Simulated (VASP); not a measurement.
# BaHfO3 (klda) (Pm-3m) in VASP: vibrations by perturbation theory with LDA

Aim: the vibrations by perturbation theory of BaHfO3 (klda) with LDA.

All numbers are computed with VASP 6.6.1; they aren't measurements. Logs are shortened: lines on timing, memory, paths and dates and some standing lists are left out, and cuts for length are marked.

## Step 1: The cell of the first run

Symmetry: Pm-3m, No. 221, cubic system. The conventional cell has a = 4.122 Å, b = 4.122 Å, c = 4.122 Å, α = 90.00°, β = 90.00°, γ = 90.00°. Ba (site symmetry m-3m) has 12 O at 2.91 Å and 8 Hf at 3.57 Å within 3.8 Å. Hf (site symmetry m-3m) has 6 O at 2.06 Å within 2.7 Å. O (site symmetry 4/mmm) has 2 Hf at 2.06 Å within 2.7 Å.

## Step 2: Vibrations by perturbation theory, LDA

File INCAR:

```
PREC     = Accurate       # precision mode
ENCUT    = 520            # plane-wave cutoff, eV
EDIFF    = 1E-8           # SCF threshold, eV
ISMEAR   = 0              # smearing method
SIGMA    = 0.01           # smearing width, eV
LREAL    = False          # projectors in reciprocal space
LASPH    = True           # aspherical terms in the spheres
NELM     = 80             # most SCF steps
ALGO     = Normal         # electronic algorithm
ISIF     = 2              # what is computed and relaxed
LWAVE    = False          # write WAVECAR
LCHARG   = False          # write CHGCAR
IBRION   = 8              # ionic algorithm
NSW      = 1              # ionic steps
LEPSILON = True           # dielectric tensor by DFPT
```

File KPOINTS:

```
Automatic mesh
0
Gamma
  6 6 6
```

File POSCAR:

```
BaHfO3
1.0
    4.1217874327      0.0000000000      0.0000000000
    0.0000000000      4.1217874327      0.0000000000
    0.0000000000      0.0000000000      4.1217874327
Ba Hf O
1 1 3
Direct
    0.5000000000      0.5000000000      0.5000000000
    0.0000000000      0.0000000000      0.0000000000
    0.0000000000      0.5000000000      0.0000000000
    0.5000000000      0.0000000000      0.0000000000
    0.0000000000      0.0000000000      0.5000000000
```

Potentials or basis: VASP PAW LDA potentials, release 64 (Ba_sv, Hf_pv, O).

Started as:

```bash
cat potpaw_LDA.64/Ba_sv/POTCAR potpaw_LDA.64/Hf_pv/POTCAR potpaw_LDA.64/O/POTCAR > POTCAR
mpirun -np 1 vasp_std > vasp.out
```

OUTCAR:

```text
PREC = Accurate
   ENCUT = 520
   EDIFF = 1E-8
   ISMEAR = 0
   LREAL = False
   LASPH = True
   NELM = 80
   ISIF = 2
   IBRION = 8
   NSW = 1
   LEPSILON = True

 ion  position               nearest neighbor table
   1  0.500  0.500  0.500-   3 2.91   4 2.91   5 2.91   3 2.91   4 2.91   4 2.91   5 2.91   4 2.91
                             3 2.91   5 2.91   3 2.91   5 2.91   2 3.57   2 3.57   2 3.57   2 3.57
   2  0.000  0.000  0.000-   3 2.06   4 2.06   5 2.06   5 2.06   3 2.06   4 2.06   1 3.57   1 3.57
                             1 3.57   1 3.57   1 3.57   1 3.57   1 3.57   1 3.57
   3  0.000  0.500  0.000-   2 2.06   2 2.06   1 2.91   1 2.91   1 2.91   1 2.91
   4  0.500  0.000  0.000-   2 2.06   2 2.06   1 2.91   1 2.91   1 2.91   1 2.91
   5  0.000  0.000  0.500-   2 2.06   2 2.06   1 2.91   1 2.91   1 2.91   1 2.91

  LATTYP: Found a simple cubic cell.
 ALAT       =     4.1217874327

  Lattice vectors:

 A1 = (   4.1217874327,   0.0000000000,   0.0000000000)
 A2 = (   0.0000000000,   4.1217874327,   0.0000000000)
 A3 = (   0.0000000000,   0.0000000000,   4.1217874327)

Analysis of symmetry for initial positions (statically):
=====================================================================
 Subroutine PRICEL returns:
 Original cell was already a primitive cell.

 Routine SETGRP: Setting up the symmetry group for a
 simple cubic supercell.

 Subroutine GETGRP returns: Found 48 space group operations
 (whereof 48 operations were pure point group operations)
 out of a pool of 48 trial point group operations.

The static configuration has the point symmetry O_h .

Analysis of symmetry for dynamics (positions and initial velocities):
=====================================================================
 Subroutine PRICEL returns:
 Original cell was already a primitive cell.

 Routine SETGRP: Setting up the symmetry group for a
 simple cubic supercell.

 Subroutine GETGRP returns: Found 48 space group operations
 (whereof 48 operations were pure point group operations)
 out of a pool of 48 trial point group operations.

The dynamic configuration has the point symmetry O_h .

 Subroutine INISYM returns: Found 48 space group operations
 (whereof 48 operations are pure point group operations),
 and found     1 'primitive' translations

----------------------------------------------------------------------------------------

                                     Primitive cell

  volume of cell :      70.0256

  direct lattice vectors                    reciprocal lattice vectors
     4.121787433  0.000000000  0.000000000     0.242613191  0.000000000  0.000000000
     0.000000000  4.121787433  0.000000000     0.000000000  0.242613191  0.000000000
     0.000000000  0.000000000  4.121787433     0.000000000  0.000000000  0.242613191

  length of vectors
     4.121787433  4.121787433  4.121787433     0.242613191  0.242613191  0.242613191

  position of ions in fractional coordinates (direct lattice)
     0.500000000  0.500000000  0.500000000
     0.000000000  0.000000000  0.000000000
     0.000000000  0.500000000  0.000000000
     0.500000000  0.000000000  0.000000000
     0.000000000  0.000000000  0.500000000

  ion indices of the primitive-cell ions
   primitive index   ion index
                 1           1
                 2           2
                 3           3
                 4           4
                 5           5

----------------------------------------------------------------------------------------

 KPOINTS: Automatic mesh

Automatic generation of k-mesh.
 Grid dimensions read from file:
 generate k-points for:    6    6    6

 Generating k-lattice:

[... 692 lines left out ...]
     0.00000  0.00104 -0.00000
     0.00000 -0.00000 -0.00220

[... ionic steps 4 to 9 ...]

--------------------------------------- Ionic step       10  -------------------------------------------

------------------------ aborting loop because EDIFF is reached ----------------------------------------

--------------------------------------- Ionic step       11  -------------------------------------------

 Free energy of the ion-electron system (eV)
  ---------------------------------------------------
  ---------------------------------------------------
  free energy    TOTEN  =        -0.37059033 eV

  energy without entropy =       -0.37059033

------------------------ aborting loop because EDIFF is reached ----------------------------------------

 INTERNAL STRAIN TENSOR  FOR ION    3  DIRECTION 2   (eV/Angst):
 -----------------------------------------------------------------------------
    -0.00967  0.00000  0.00000
     0.00000  0.03985 -0.00000
     0.00000  0.00000 -0.00967

 MACROSCOPIC STATIC DIELECTRIC TENSOR (including local field effects in DFT)
 ------------------------------------------------------
           4.747982    -0.000000     0.000000
           0.000000     4.747982     0.000000
           0.000000     0.000000     4.747982
 ------------------------------------------------------

 PIEZOELECTRIC TENSOR (including local field effects)  for field in x, y, z        (e  Angst)
          XX          YY          ZZ          XY          YZ          ZX
  --------------------------------------------------------------------------------
  x     0.00000     0.00000     0.00000     0.00000     0.00000     0.00000
  y     0.00000     0.00000     0.00000     0.00000     0.00000     0.00000
  z     0.00000     0.00000     0.00000     0.00000     0.00000     0.00000

 PIEZOELECTRIC TENSOR (including local field effects)  for field in x, y, z        (C/m^2)
          XX          YY          ZZ          XY          YZ          ZX
  --------------------------------------------------------------------------------
  x     0.00000     0.00000     0.00000     0.00000     0.00000     0.00000
  y     0.00000     0.00000     0.00000     0.00000     0.00000     0.00000
  z     0.00000     0.00000     0.00000     0.00000     0.00000     0.00000

 BORN EFFECTIVE CHARGES (including local field effects) (in |e|, cummulative output)
 ---------------------------------------------------------------------------------
 ion    1
    1     2.74949    -0.00000     0.00000
    2    -0.00000     2.74949     0.00000
    3    -0.00000    -0.00000     2.74949
 ion    2
    1     5.86320    -0.00000     0.00000
    2    -0.00000     5.86320     0.00000
    3    -0.00000    -0.00000     5.86320
 ion    3
    1    -2.02937     0.00000     0.00000
    2     0.00000    -4.55393    -0.00000
    3     0.00000    -0.00000    -2.02937
 ion    4
    1    -4.55393     0.00000    -0.00000
    2     0.00000    -2.02937     0.00000
    3     0.00000     0.00000    -2.02937
 ion    5
    1    -2.02937     0.00000     0.00000
    2     0.00000    -2.02937    -0.00000
    3     0.00000     0.00000    -4.55393

 INTERNAL STRAIN TENSOR FOR ION    5 for displacements in x,y,z  (eV/Angst):
          X           Y           Z          XY          YZ          ZX
  --------------------------------------------------------------------------------
  x     0.00000     0.00000     0.00000     0.00000     0.00000     0.00000
  y     0.00000     0.00000     0.00000     0.00000     0.00000     0.00000
  z     0.00000     0.00000     0.00000     0.00000     0.00000     0.00000

 SECOND DERIVATIVES (NOT SYMMETRIZED)
 ------------------------------------
               1X          1Y          1Z          2X          2Y          2Z          3X          3Y          3Z          4X          4Y          4Z          5X          5Y          5Z
  1X    -4.511006   -0.000000   -0.000000    3.833107   -0.000000    0.000000   -0.256747    0.000000    0.000000    1.191392   -0.000000    0.000000   -0.256747    0.000000    0.000000
  1Y    -0.000000   -4.511006   -0.000000   -0.000000    3.833107    0.000000   -0.000000    1.191392   -0.000000    0.000000   -0.256747    0.000000    0.000000   -0.256747    0.000000
  1Z    -0.000000   -0.000000   -4.511006    0.000000    0.000000    3.833107    0.000000   -0.000000   -0.256747    0.000000   -0.000000   -0.256747   -0.000000   -0.000000    1.191392
  2X     3.825546   -0.000000    0.000000  -11.347240   -0.000000    0.000000    0.352364   -0.000000   -0.000000    6.816966   -0.000000    0.000000    0.352364    0.000000    0.000000
  2Y     0.000000    3.825546   -0.000000   -0.000000  -11.347240   -0.000000    0.000000    6.816966   -0.000000   -0.000000    0.352364   -0.000000    0.000000    0.352364    0.000000
  2Z    -0.000000    0.000000    3.825546   -0.000000    0.000000  -11.347240   -0.000000    0.000000    0.352364    0.000000   -0.000000    0.352364   -0.000000   -0.000000    6.816966
  3X    -0.249392    0.000000    0.000000    0.356462    0.000000    0.000000   -3.149646    0.000000    0.000000    3.600828    0.000000    0.000000   -0.558253    0.000000    0.000000
  3Y     0.000000    1.198697    0.000000   -0.000000    6.827372   -0.000000   -0.000000  -15.238929   -0.000000   -0.000000    3.606430   -0.000000   -0.000000    3.606430   -0.000000
  3Z     0.000000    0.000000   -0.249392    0.000000    0.000000    0.356462    0.000000    0.000000   -3.149646    0.000000    0.000000   -0.558253    0.000000    0.000000    3.600828
  4X     1.198697    0.000000    0.000000    6.827372   -0.000000   -0.000000    3.606430   -0.000000   -0.000000  -15.238929   -0.000000   -0.000000    3.606430   -0.000000   -0.000000
  4Y     0.000000   -0.249392    0.000000    0.000000    0.356462    0.000000    0.000000    3.600828    0.000000    0.000000   -3.149646    0.000000    0.000000   -0.558253    0.000000
  4Z     0.000000    0.000000   -0.249392    0.000000    0.000000    0.356462    0.000000    0.000000   -0.558253    0.000000    0.000000   -3.149646    0.000000    0.000000    3.600828
  5X    -0.249392    0.000000    0.000000    0.356462    0.000000    0.000000   -0.558253    0.000000    0.000000    3.600828    0.000000    0.000000   -3.149646    0.000000    0.000000
  5Y     0.000000   -0.249392    0.000000    0.000000    0.356462    0.000000    0.000000    3.600828    0.000000    0.000000   -0.558253    0.000000    0.000000   -3.149646    0.000000
  5Z     0.000000   -0.000000    1.198697    0.000000   -0.000000    6.827372    0.000000    0.000000    3.606430   -0.000000    0.000000    3.606430    0.000000    0.000000  -15.238929

 Eigenvectors and eigenvalues of the dynamical matrix
 ----------------------------------------------------

   1 f  =   16.297441 THz   102.399839 2PiTHz  543.624101 cm-1    67.400768 meV
             X         Y         Z           dx          dy          dz
      2.060894  2.060894  2.060894     0.021661   -0.005792   -0.000000
      0.000000  0.000000  0.000000     0.108664   -0.029055   -0.000000
      0.000000  2.060894  0.000000     0.236273    0.240548   -0.000000
      2.060894  0.000000  0.000000    -0.899639   -0.063175    0.000000
      0.000000  0.000000  2.060894     0.236273   -0.063175   -0.000000
[... 105 lines left out ...]
  15 f/i=    0.006442 THz     0.040478 2PiTHz    0.214889 cm-1     0.026643 meV
             X         Y         Z           dx          dy          dz
      2.060894  2.060894  2.060894     0.524642    0.315861    0.057932
      0.000000  0.000000  0.000000     0.597330    0.359623    0.065958
      0.000000  2.060894  0.000000     0.178278    0.107420    0.019686
      2.060894  0.000000  0.000000     0.178424    0.107332    0.019686
      0.000000  0.000000  2.060894     0.178278    0.107332    0.019702

--------------------------------------------------------------------------------------------------------

 MACROSCOPIC STATIC DIELECTRIC TENSOR IONIC CONTRIBUTION
 ------------------------------------------------------
          31.602981    -0.000000    -0.000000
          -0.000000    31.602981    -0.000000
          -0.000000    -0.000000    31.602981
 ------------------------------------------------------

 ELASTIC MODULI CONTR FROM IONIC RELAXATION (kBar)
 Direction    XX          YY          ZZ          XY          YZ          ZX
 --------------------------------------------------------------------------------
 XX           0.0000      0.0000      0.0000      0.0000      0.0000      0.0000
 YY           0.0000      0.0000      0.0000      0.0000      0.0000      0.0000
 ZZ           0.0000      0.0000      0.0000      0.0000      0.0000      0.0000
 XY           0.0000      0.0000      0.0000      0.0000      0.0000      0.0000
 YZ           0.0000      0.0000      0.0000      0.0000      0.0000      0.0000
 ZX           0.0000      0.0000      0.0000      0.0000      0.0000      0.0000
 --------------------------------------------------------------------------------

 PIEZOELECTRIC TENSOR IONIC CONTR  for field in x, y, z        (C/m^2)
          XX          YY          ZZ          XY          YZ          ZX
  --------------------------------------------------------------------------------
  x     0.00000     0.00000     0.00000     0.00000     0.00000     0.00000
  y     0.00000     0.00000     0.00000     0.00000     0.00000     0.00000
  z     0.00000     0.00000     0.00000     0.00000     0.00000     0.00000
```

Run time: 5.1 min. Hardware: 1 thread of Intel Xeon 6975P-C (Granite Rapids), shared host; peak memory 0.46 GiB.

Results:

```yaml
Electronic_dielectric_tensor_diagonal: 4.75
Born_charges_mean_of_the_diagonal: Ba +2.75; Hf +5.86; O -2.87 e
Highest_phonon_frequency_at_Γ_LO-TO_splitting_left_out: 544 cm⁻¹
```

Phonon frequencies in cm⁻¹ (negative: imaginary):
```
              q point                                            frequencies
(0.000, 0.000, 0.000)  0 0 0 117 117 117 198 198 198 210 210 210 544 544 544
```

Electronic dielectric tensor:
```
4.75 0.00 0.00
0.00 4.75 0.00
0.00 0.00 4.75
```

Born effective charge tensors (e):
atom 1, Ba
```
2.75 0.00 0.00
0.00 2.75 0.00
0.00 0.00 2.75
```
atom 2, Hf
```
5.86 0.00 0.00
0.00 5.86 0.00
0.00 0.00 5.86
```
atom 3, O
```
-2.03  0.00  0.00
 0.00 -4.55  0.00
 0.00  0.00 -2.03
```
atom 4, O
```
-4.55  0.00  0.00
 0.00 -2.03  0.00
 0.00  0.00 -2.03
```
atom 5, O
```
-2.03  0.00  0.00
 0.00 -2.03  0.00
 0.00  0.00 -4.55
```

Caveat: spin-orbit coupling is left out, which moves the levels of the heavy elements.
